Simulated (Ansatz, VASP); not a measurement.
One calculation of TiSi2, two programs

```
Ti Si
1.0
     4.80813    8.27218    0.00000
     4.80813   -8.27218    0.00000
    -4.80813    0.00000   -8.55598
Ti Si
16 32
Direct
  0.25000 0.25000 0.00000
  0.37500 0.12500 0.25000
  0.25000 0.25000 0.50000
  0.37500 0.12500 0.75000
  0.25000 0.75000 0.00000
  0.37500 0.62500 0.25000
  0.25000 0.75000 0.50000
  0.37500 0.62500 0.75000
  0.75000 0.25000 0.00000
  0.87500 0.12500 0.25000
  0.75000 0.25000 0.50000
  0.87500 0.12500 0.75000
  0.75000 0.75000 0.00000
  0.87500 0.62500 0.25000
  0.75000 0.75000 0.50000
  0.87500 0.62500 0.75000
  0.41837 0.08163 0.00000
  0.08163 0.41837 0.00000
  0.04337 0.45663 0.25000
  0.20663 0.29337 0.25000
  0.41837 0.08163 0.50000
  0.08163 0.41837 0.50000
  0.04337 0.45663 0.75000
  0.20663 0.29337 0.75000
  0.41837 0.58163 0.00000
  0.08163 0.91837 0.00000
  0.04337 0.95663 0.25000
  0.20663 0.79337 0.25000
  0.41837 0.58163 0.50000
  0.08163 0.91837 0.50000
  0.04337 0.95663 0.75000
  0.20663 0.79337 0.75000
  0.91837 0.08163 0.00000
  0.58163 0.41837 0.00000
  0.54337 0.45663 0.25000
  0.70663 0.29337 0.25000
  0.91837 0.08163 0.50000
  0.58163 0.41837 0.50000
  0.54337 0.45663 0.75000
  0.70663 0.29337 0.75000
  0.91837 0.58163 0.00000
  0.58163 0.91837 0.00000
  0.54337 0.95663 0.25000
  0.70663 0.79337 0.25000
  0.91837 0.58163 0.50000
  0.58163 0.91837 0.50000
  0.54337 0.95663 0.75000
  0.70663 0.79337 0.75000
```

Alike in both runs: task single point; functional PBE; k mesh 2 × 2 × 2; occupations methfessel-paxton of order 1, width 0.1 eV; no spin polarisation.

```csv
,VASP,Ansatz
version,VASP 6.6.1,Ansatz 0.2.0
potentials or method,"VASP PAW PBE potentials, release 64 (Ti_sv, Si), cutoff 520 eV",plane-wave PAW DFT
valence electrons in the cell,320,320
```

|  | VASP | Ansatz | Ansatz less VASP |
| --- | --- | --- | --- |
| pressure (GPa) | -0.2 | -0.2 | +0.01 |
| rms of the force components (eV/Å) | 0.023 | 0.024 | +0.0009 |

The functional is the same, so the differences come from potentials, cutoffs and numerics.

The k mesh is coarse, so the values compare programs but aren't converged.
